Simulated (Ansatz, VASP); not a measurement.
# PbSe in VASP and in Ansatz

The input INCAR:

```
SYSTEM = PbSe
ALGO = Normal ; EDIFF = 1E-7
ENCUT = 520 ; GGA = PE
ISIF = 2 ; ISMEAR = 0
IVDW = 12 ; LASPH = .True.
LCHARG = .False. ; LREAL = .False.
LWAVE = .False. ; NBANDS = 17
NELM = 80 ; PREC = Accurate
SIGMA = 0.03
```

Contents of KPOINTS:

```
k-points
0
Gamma
  10 10 10
  0 0 0
```

File POSCAR:

```
PbSe
1.0
    0.0000000000      3.0621500000      3.0621500000
    3.0621500000      0.0000000000      3.0621500000
    3.0621500000      3.0621500000      0.0000000000
Pb Se
1 1
Direct
    0.0000000000      0.0000000000      0.0000000000
    0.5000000000      0.5000000000      0.5000000000
```

Input for Ansatz:

```yaml
crystal:
  lattice:
    - [0.0, 3.06215, 3.06215]
    - [3.06215, 0.0, 3.06215]
    - [3.06215, 3.06215, 0.0]
  atoms:
    - { symbol: Pb, position: [0.0, 0.0, 0.0] }
    - { symbol: Se, position: [0.5, 0.5, 0.5] }
basis:
  ecutwfc: 420
kpoints:
  mp_grid: { grid: [10, 10, 10] }
hamiltonian:
  xc: pbe
  dispersion: d3bj
scf:
  occupations: { method: gaussian, width: 0.03 }
output:
  forces: true
  stress: true
  eigenvalues: true
```

Alike in both runs: task single point; functional PBE; dispersion D3(BJ); k mesh 10 × 10 × 10; occupations gaussian, width 0.03 eV; no spin polarisation.

|  | VASP | Ansatz |
| --- | --- | --- |
| version | VASP 6.6.1 | Ansatz 0.2.0 |
| potentials or method | VASP PAW PBE potentials, release 64 (Pb_d, Se), cutoff 520 eV | scalar-relativistic, plane waves, PAW |
| valence electrons in the cell | 20 | 30 |

```csv
,VASP,Ansatz,Ansatz less VASP
gap on the k mesh at the Fermi level (eV),0.30,0.29,-0.005
least direct gap on the mesh (eV),0.30,0.29,-0.005
pressure (GPa),0.2,0.3,+0.01
```

VASP's potentials hold 20 valence electrons a cell and Ansatz's 30, so a difference there can come from the potentials and not from the codes.

Neither program's run includes spin-orbit coupling.
